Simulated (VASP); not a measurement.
Set up this calculation in VASP 6.6.1, as the native input.

| Quantity | Value |
| --- | --- |
| Task | single point |
| Functional | PBE |
| Dispersion | D4 |
| Potentials or basis | VASP PAW PBE potentials, release 64 (Hf_pv, C) |
| Cutoff | 600 eV |
| k mesh | 11 × 11 × 11 |
| Occupations | fermi-dirac, width 0.05 eV |
| Spin | no spin polarisation |
| Dipole correction | no |
| Further INCAR settings | ALGO = Normal; EDIFF = 1e-06; NBANDS = 14 |

The structure of HfC lies in POSCAR:

```
HfC
1.0
    0.0000000000      2.3250000000      2.3250000000
    2.3250000000      0.0000000000      2.3250000000
    2.3250000000      2.3250000000      0.0000000000
Hf C
1 1
Direct
    0.5000000000      0.5000000000      0.5000000000
    0.0000000000      0.0000000000      0.0000000000
```

One way to write it, as run:

INCAR

```
PREC = Accurate
ENCUT = 600
EDIFF = 1E-6
ISMEAR = -1
SIGMA = 0.05
LREAL = False
LASPH = True
NELM = 120
ALGO = Normal
ISIF = 2
LWAVE = False
LCHARG = False
GGA = PE
IVDW = 13
NBANDS = 14
GGA_COMPAT = False
```

KPOINTS

```
Automatic mesh
0
Gamma
  11 11 11
```

Potentials or basis: VASP PAW PBE potentials, release 64 (Hf_pv, C).

Launch:

```console
$ cat potpaw_PBE.64/Hf_pv/POTCAR potpaw_PBE.64/C/POTCAR > POTCAR
$ mpirun -np 1 vasp_std > vasp.out
```

It gave:

| Property | Result |
| --- | --- |
| Pressure | -4.0 GPa |
| Band gap on the k mesh | zero (bands 7 and 8 overlap by 1.43 eV) |
| Dispersion energy per atom | -0.250 eV |

Caveat: the cell stands under tension; spin-orbit coupling is left out, which moves the levels of the heavy elements.

It took 21 s on 1 thread of Intel(R) Xeon(R) Platinum 8488C (Sapphire Rapids), with other jobs on the host, peak memory 0.17 GiB.
